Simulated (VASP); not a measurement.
Runs of VASP 6.6.1 on NaCl. The structure is that of space group Fm-3m (No. 225), or close to it. The cells are those of the table. 

```tsv
task	level	cell	k mesh	cutoff (eV)	smearing	grid for exact exchange (PRECFOCK)	gap on the mesh (eV)	pressure (GPa)
single point	r2SCAN	a = 3.964 Å, angles 60.0°, 2 atoms	8 × 8 × 8	520	gaussian 0.01 eV	-	6.00	-0.2
single point	PBE0	a = 3.964 Å, angles 60.0°, 2 atoms	6 × 6 × 6	520	gaussian 0.01 eV	Normal	(a)	0.6
single point	PBE	a = 3.964 Å, angles 60.0°, 2 atoms	8 × 8 × 8	520	fermi-dirac 0.02 eV	-	(b)	1.2
relaxation of cell and atoms	r2SCAN	relaxed from a = 4.027 Å, angles 60.0°, 2 atoms	8 × 8 × 8	600	fermi-dirac 0.02 eV	-	6.03	0.0
dielectric tensor	r2SCAN	a = 3.964 Å, angles 60.0°, 2 atoms	6 × 6 × 6	520	gaussian 0.01 eV	-	6.00	-
single point	r2SCAN	a = 3.964 Å, angles 60.0°, 2 atoms	8 × 8 × 8	520	fermi-dirac 0.02 eV	-	6.00	-0.2
```

Alike in all rows: potentials or basis VASP PAW PBE potentials, release 64 (Na_pv, Cl); no spin polarisation.

Question: Estimate the missing entries.

Answer: (a) 7.28; (b) 5.18.

Caveats: the PAW data sets were made with another functional, which shifts forces and pressure a little (some runs).

A k mesh can miss the band edges.
